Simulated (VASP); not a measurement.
Write the native input for VASP 6.6.1 that does the following.

```yaml
Task: single point
Functional: RPBE
Potentials_or_basis: VASP PAW PBE potentials, release 64 (Co)
Cutoff: 520 eV
k_mesh: 14 × 14 × 8
Occupations: fermi-dirac, width 0.1 eV
Spin: non-collinear spin, zero start, spin-orbit coupling
Starting_moments: "[[0.0, 0.0, 0.0], [0.0, 0.0, 0.0]] μB"
Dipole_correction: no
Further_INCAR_settings: ALGO = Normal; EDIFF = 1e-06; NBANDS = 30
```

The structure of Co lies in POSCAR:

```
Co
1.0
    2.4781031213      0.0000000000      0.0000000000
   -1.2390515606      2.1461002563      0.0000000000
    0.0000000000      0.0000000000      3.9926968883
Co
2
Direct
    0.3333333333      0.6666666667      0.2500000000
    0.6666666667      0.3333333333      0.7500000000
```

These files were run (other wordings do the same):

INCAR

```
  PREC = Accurate
  ENCUT = 520
  EDIFF = 1E-6
  ISMEAR = -1
  SIGMA = 0.1
  LREAL = F
  LASPH = T
  NELM = 150
  ALGO = Normal
  ISIF = 2
  LWAVE = F
  LCHARG = F
  MAGMOM = 0 0 0 0 0 0
  LORBIT = 11
  LSORBIT = T
  GGA_COMPAT = F
  LORBMOM = T
  LMAXMIX = 4
  GGA = RP
  NBANDS = 30
```

KPOINTS

```
regular mesh
0
Gamma
  14 14 8
```

Potentials or basis: VASP PAW PBE potentials, release 64 (Co).

The run is started by

```sh
$ cat potpaw_PBE.64/Co/POTCAR > POTCAR
$ mpirun -np 1 vasp_ncl > vasp.out
```

It gave:

- Pressure: -0.4 GPa
- Net moment: 0.00 μB per cell
- Valence electrons inside the program's atomic spheres: Co 8.32

Caveat: the PAW data sets were made with another functional, which shifts forces and pressure a little.

Wall time 77 s on 1 thread of Intel(R) Xeon(R) 6975P-C (Granite Rapids) (shared host), peak memory 0.24 GiB.
